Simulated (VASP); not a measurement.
# BN (kn) (F-43m) in VASP: single point with PBEsol

Aim: the single point of BN (kn) with PBEsol.

Everything below comes from runs of VASP 6.6.1. Logs are shortened: lines on timing, memory, paths and dates and some standing lists are left out, and cuts for length are marked.

**1. The cell of the first run**

Symmetry: F-43m, No. 216, cubic system. Conventional cell: a = 3.605 Å, b = 3.605 Å, c = 3.605 Å, α = 90.00°, β = 90.00°, γ = 90.00°. B (site symmetry -43m) has 4 N at 1.56 Å within 2.1 Å. N (site symmetry -43m) has 4 B at 1.56 Å within 2.1 Å.

**2. Single point, PBEsol**

File INCAR:

```
PREC = Accurate ; ENCUT = 600
EDIFF = 1E-6 ; ISMEAR = 0
SIGMA = 0.02 ; LREAL = F
LASPH = T ; NELM = 120
ALGO = Normal ; ISIF = 2
LWAVE = F ; LCHARG = F
GGA = PS ; NBANDS = 11
GGA_COMPAT = F
```

File KPOINTS:

```
regular mesh
0
Gamma
  8 8 8
```

File POSCAR:

```
BN
1.0
    0.0000000000      1.8025552968      1.8025552968
    1.8025552968      0.0000000000      1.8025552968
    1.8025552968      1.8025552968      0.0000000000
B N
1 1
Direct
    0.0000000000      0.0000000000      0.0000000000
    0.2500000000      0.2500000000      0.2500000000
```

Potentials or basis: VASP PAW PBE potentials, release 64 (B, N).

The run is started by

```console
> cat potpaw_PBE.64/B/POTCAR potpaw_PBE.64/N/POTCAR > POTCAR
> mpirun -np 1 vasp_std > vasp.out
```

OUTCAR:

```text
PREC = Accurate
   ENCUT = 600
   EDIFF = 1E-6
   ISMEAR = 0
   LREAL = F
   LASPH = T
   NELM = 120
   ISIF = 2
   GGA = PS

 ion  position               nearest neighbor table
   1  0.000  0.000  0.000-   2 1.56   2 1.56   2 1.56   2 1.56
   2  0.250  0.250  0.250-   1 1.56   1 1.56   1 1.56   1 1.56

  LATTYP: Found a face centered cubic cell.
 ALAT       =     3.6051105936

  Lattice vectors:

 A1 = (   0.0000000000,   1.8025552968,   1.8025552968)
 A2 = (   1.8025552968,   0.0000000000,   1.8025552968)
 A3 = (   1.8025552968,   1.8025552968,   0.0000000000)

Analysis of symmetry for initial positions (statically):
=====================================================================
 Subroutine PRICEL returns:
 Original cell was already a primitive cell.

 Routine SETGRP: Setting up the symmetry group for a
 face centered cubic supercell.

 Subroutine GETGRP returns: Found 24 space group operations
 (whereof 24 operations were pure point group operations)
 out of a pool of 48 trial point group operations.

The static configuration has the point symmetry T_d .

Analysis of symmetry for dynamics (positions and initial velocities):
=====================================================================
 Subroutine PRICEL returns:
 Original cell was already a primitive cell.

 Routine SETGRP: Setting up the symmetry group for a
 face centered cubic supercell.

 Subroutine GETGRP returns: Found 24 space group operations
 (whereof 24 operations were pure point group operations)
 out of a pool of 48 trial point group operations.

The dynamic configuration has the point symmetry T_d .

 Subroutine INISYM returns: Found 24 space group operations
 (whereof 24 operations are pure point group operations),
 and found     1 'primitive' translations

----------------------------------------------------------------------------------------

                                     Primitive cell

  volume of cell :      11.7137

  direct lattice vectors                    reciprocal lattice vectors
     0.000000000  1.802555297  1.802555297    -0.277384001  0.277384001  0.277384001
     1.802555297  0.000000000  1.802555297     0.277384001 -0.277384001  0.277384001
     1.802555297  1.802555297  0.000000000     0.277384001  0.277384001 -0.277384001

  length of vectors
     2.549198148  2.549198148  2.549198148     0.480443183  0.480443183  0.480443183

  position of ions in fractional coordinates (direct lattice)
     0.000000000  0.000000000  0.000000000
     0.250000000  0.250000000  0.250000000

[... 79 lines left out ...]
   NSW    =      0    number of steps for IOM
   IBRION =     -1    ionic relax: 0-MD 1-quasi-New 2-CG
   NFREE  =      0    steps in history (QN), initial steepest desc. (CG)
   ISIF   =      2    stress and relaxation
   ISYM   =      2    0-nonsym 1-usesym 2-fastsym
   POTIM  = 0.5000    time-step for ionic-motion
   TEBEG  =    0.0;   TEEND  =   0.0 temperature during run
   PSTRESS=    0.0 pullay stress
   NELECT =       8.0000    total number of electrons
   NUPDOWN=      -1.0000    fix difference up-down
   EMIN   =  10.00;   EMAX   =-10.00  energy-range for DOS
   EFERMI =   0.00;   METHOD = LEGACY
   ISMEAR =     0;   SIGMA  =   0.02  broadening in eV -4-tet -1-fermi 0-gaus
   EFERMI_NEDOS =   21; number of points for ismear=-14 and -15
   IALGO  =     38    algorithm
   IMIX   =      4    mixing-type and parameters
     AMIX     =   0.40;   BMIX     =  1.00
     AMIX_MAG =   1.60;   BMIX_MAG =  1.00
  volume/ion in A,a.u.               =       5.86        39.52
  Fermi-wavevector in a.u.,A,eV,Ry     =   1.441693  2.724405 28.279434  2.078480
  Thomas-Fermi vector in A             =   2.560297
   LORBIT       =      0    0 simple, 1 ext, 2 COOP (PROOUT), +10 PAW based schemes
   GGA     = PS    functional components
   LHFCALC =     F    Hartree Fock is set to
   AEXX    =    0.0000 exact exchange contribution
   IVDW    =     0    specifies the selected vdW correction
   LEPSILON=     F    determine dielectric tensor
   LRPA    =     F    only Hartree local field effects (RPA)
 non-spin polarized calculation
 Gauss-broadening in eV      SIGMA  =   0.02
  energy-cutoff  :      600.00
  volume of cell :       11.71
 maximum number of plane-waves:       399
   NGX = 11   NGY = 11   NGZ = 11

 number of electron       7.9999999 magnetization

 Free energy of the ion-electron system (eV)
  ---------------------------------------------------
  ext. energy  EPLUGINS =         0.00000000
  ---------------------------------------------------
  free energy    TOTEN  =       -18.35038389 eV

  energy without entropy =      -18.35038389  energy(sigma->0) =      -18.35038389

 E-fermi :   7.6507     XC(G=0): -13.0564

 val. band max:        7.4645080970   @ k =   0.0000   0.0000   0.0000
 cond. band min:      11.7494466795   @ k =   0.5000   0.5000   0.0000
 fundamental gap:      4.2849385825
 Fermi energy:         7.6507095579

 k-point     1 :       0.0000    0.0000    0.0000
  band No.  band energies     occupation
      1     -12.8827      2.00000
      2       7.4645      2.00000
      3       7.4645      2.00000
      4       7.4645      2.00000
      5      16.2644      0.00000
      6      16.2644      0.00000
      7      16.2644      0.00000
      8      17.8655      0.00000
      9      32.1286      0.00000
     10      35.2531      0.00000
     11      35.2531      0.00000
[... 309 lines left out ...]
 k-point    24 :      -0.3750    0.2500    0.1250
  band No.  band energies     occupation
      1      -7.8581      2.00000
      2      -2.3826      2.00000
      3       2.5811      2.00000
      4       3.9534      2.00000
      5      16.9341      0.00000
      6      18.6458      0.00000
      7      21.9110      0.00000
      8      23.2681      0.00000
      9      26.8002      0.00000
     10      33.3271      0.00000
     11      34.9332      0.00000

 [... further k-points ...]
[... 5 lines left out ...]
  --------------------------------------------------------------------------------------
  -------------------------------------------------------------------------------------
  Total        0.0378812      0.0378812      0.0378812     -0.0000000      0.0000000     -0.0000000
  in kB        5.1812939      5.1812939      5.1812939     -0.0000000      0.0000000     -0.0000000
  external PRESSURE =       5.1812939 kB  Pullay stress =       0.0000000 kB

 VOLUME and BASIS-vectors are now :
 -----------------------------------------------------------------------------
  energy-cutoff  :      600.00
  volume of cell :       11.71
      direct lattice vectors                 reciprocal lattice vectors
     0.000000000  1.802555297  1.802555297    -0.277384001  0.277384001  0.277384001
     1.802555297  0.000000000  1.802555297     0.277384001 -0.277384001  0.277384001
     1.802555297  1.802555297  0.000000000     0.277384001  0.277384001 -0.277384001

 POSITION                                       TOTAL-FORCE (eV/Angst)
 -----------------------------------------------------------------------------------
      0.00000      0.00000      0.00000        -0.000000     -0.000000     -0.000000
      0.90128      0.90128      0.90128         0.000000      0.000000      0.000000
 -----------------------------------------------------------------------------------
    total drift:                                0.000000      0.000000      0.000000

  FREE ENERGIE OF THE ION-ELECTRON SYSTEM (eV)
  ---------------------------------------------------
  free  energy   TOTEN  =       -18.3503838893 eV

  energy  without entropy=      -18.3503838893  energy(sigma->0) =      -18.35038389
```

stdout:

```text
POSCAR found type information on POSCAR B N
 POSCAR found :  2 types and       2 ions
 scaLAPACK will be used
 -----------------------------------------------------------------------------
|                                                                             |
|                                                                             |
|     You enforced a specific xc type in the INCAR file but a different       |
|     I HOPE YOU KNOW WHAT YOU ARE DOING!                                     |
|                                                                             |
 -----------------------------------------------------------------------------

 LDA part: xc-table for (Slater+PW92), standard interpolation
 POSCAR, INCAR and KPOINTS ok, starting setup
 FFT: planning ... GRIDC
 FFT: planning ... GRID_SOFT
 FFT: planning ... GRID
 WAVECAR not read
 entering main loop
```

It used 4.9 s of CPU time on 1 thread of AMD EPYC 7R13 Processor (Zen 3), on a shared host.

Results:

```
Free energy            : -18.3504 eV
Pressure               : 0.5 GPa
Band gap on the k mesh : 4.28 eV, indirect (least direct gap 8.80 eV)
```

Caveat: the PAW data sets were made with another functional, which shifts forces and pressure a little.
